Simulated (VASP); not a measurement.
Here is a VASP 6.6.1 calculation.

Contents of POSCAR:

```
TaN
1.0
    0.0000000000      2.2113230000      2.2113230000
    2.2113230000      0.0000000000      2.2113230000
    2.2113230000      2.2113230000      0.0000000000
Ta N
1 1
Direct
    0.5000000000      0.5000000000      0.5000000000
    0.0000000000      0.0000000000      0.0000000000
```

INCAR.step1

```
SYSTEM = TaN
PREC     = Accurate       ! precision mode
ENCUT    = 600            ! plane-wave cutoff, eV
ISMEAR   = -1             ! smearing method
SIGMA    = 0.05           ! smearing width, eV
LREAL    = .FALSE.        ! projectors in reciprocal space
LASPH    = .TRUE.         ! aspherical terms in the spheres
NELM     = 80             ! most SCF steps
GGA      = PE             ! functional
ALGO     = Normal         ! electronic algorithm
EDIFF    = 1E-4           ! SCF threshold, eV
LWAVE    = .TRUE.         ! write WAVECAR
LCHARG   = .FALSE.        ! write CHGCAR
```

File INCAR.step2:

```
SYSTEM = TaN
PREC     = Accurate       ! precision mode
ENCUT    = 600            ! plane-wave cutoff, eV
EDIFF    = 1E-6           ! SCF threshold, eV
ISMEAR   = -1             ! smearing method
SIGMA    = 0.05           ! smearing width, eV
LREAL    = .FALSE.        ! projectors in reciprocal space
LASPH    = .TRUE.         ! aspherical terms in the spheres
NELM     = 80             ! most SCF steps
ALGO     = Normal         ! electronic algorithm
ISIF     = 3              ! what is computed and relaxed
LWAVE    = .FALSE.        ! write WAVECAR
LCHARG   = .FALSE.        ! write CHGCAR
METAGGA  = R2SCAN         ! meta-GGA
LMIXTAU  = .TRUE.       
IBRION   = 2              ! ionic algorithm
NSW      = 60             ! ionic steps
EDIFFG   = -0.01          ! ionic threshold
PSTRESS  = 50.0         
ISTART   = 1
```

The input KPOINTS:

```
regular mesh
0
G
  10 10 10
  0 0 0
```

Potentials or basis: VASP PAW PBE potentials, release 64 (Ta_pv, N).

Launch:

```sh
$ cat potpaw_PBE.64/Ta_pv/POTCAR potpaw_PBE.64/N/POTCAR > POTCAR
$ cp INCAR.step1 INCAR
$ mpirun -np 1 vasp_std > vasp.out
$ cp INCAR.step2 INCAR
$ mpirun -np 1 vasp_std > vasp.out
```

Task: Predict the relaxed cell.

Result: a = 3.100 Å, b = 3.100 Å, c = 3.100 Å, α = 60.00°, β = 60.00°, γ = 60.00°.

Task: What does it give for the relaxed volume?

Result: 10.53 Å³/atom.

Final structure:
```cif
data_structure
_symmetry_space_group_name_H-M 'P 1'
_symmetry_Int_Tables_number 1
_cell_length_a 3.0998
_cell_length_b 3.0998
_cell_length_c 3.0998
_cell_angle_alpha 60.000
_cell_angle_beta 60.000
_cell_angle_gamma 60.000
_cell_volume 21.06
loop_
_atom_site_label
_atom_site_type_symbol
_atom_site_fract_x
_atom_site_fract_y
_atom_site_fract_z
_atom_site_occupancy
Ta1 Ta 0.50000 0.50000 0.50000 1
N1 N 0.00000 0.00000 0.00000 1
```

Caveat: the cell is relaxed towards a set pressure, so the enthalpy falls and the energy may rise; the PAW data sets were made with another functional, which shifts forces and pressure a little.
